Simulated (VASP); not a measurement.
Wanted: the native input for a VASP 6.6.1 run.

* Task: single point
* Functional: PBE
* Potentials or basis: VASP PAW PBE potentials, release 64 (Mn_pv, S)
* Cutoff: 500 eV
* k mesh: 12 × 12 × 12
* Occupations: gaussian, width 0.05 eV
* Spin: collinear spin, ferromagnetic start
* Starting moments: [4.0, 0.0] μB
* Dipole correction: no
* Further INCAR settings: ALGO = Normal; EDIFF = 1e-06; NBANDS = 20

The structure of MnS lies in POSCAR:

```
MnS
1.0
    1.8299960138      1.0565486912      2.9709202777
   -1.8299960138      1.0565486912      2.9709202777
    0.0000000000     -2.1130973823      2.9709202777
Mn S
1 1
Direct
    0.0000000000      0.0000000000      0.0000000000
    0.5000000000      0.5000000000      0.5000000000
```

One way to write it, as run:

INCAR

```
SYSTEM = MnS
PREC = Accurate ; ENCUT = 500
EDIFF = 1E-6 ; ISMEAR = 0
SIGMA = 0.05 ; LREAL = .False.
LASPH = .True. ; NELM = 200
ALGO = Normal ; ISIF = 2
LWAVE = .False. ; LCHARG = .False.
ISPIN = 2 ; MAGMOM = 4 0
LORBIT = 11 ; LMAXMIX = 4
GGA = PE ; NBANDS = 20
GGA_COMPAT = .False.
```

KPOINTS

```
Automatic mesh
0
Gamma
  12 12 12
  0 0 0
```

Potentials or basis: VASP PAW PBE potentials, release 64 (Mn_pv, S).

Run with:

```sh
$ cat potpaw_PBE.64/Mn_pv/POTCAR potpaw_PBE.64/S/POTCAR > POTCAR
$ mpirun -np 1 vasp_std > vasp.out
```

It gave:

| Quantity | Value |
| --- | --- |
| Pressure | -2.3 GPa |
| Net moment | 4.60 μB per cell |
| Site moments | Mn +4.18; S +0.09 μB |
| Valence electrons inside the program's atomic spheres | Mn 11.33; S 3.73 |

Caveat: a cell with one magnetic atom can't hold antiferromagnetic order, which such compounds often take.

Wall time 5.5 min on 1 thread of Oxide Virtual Turin-like Processor, with other jobs on the host, peak memory 0.27 GiB.
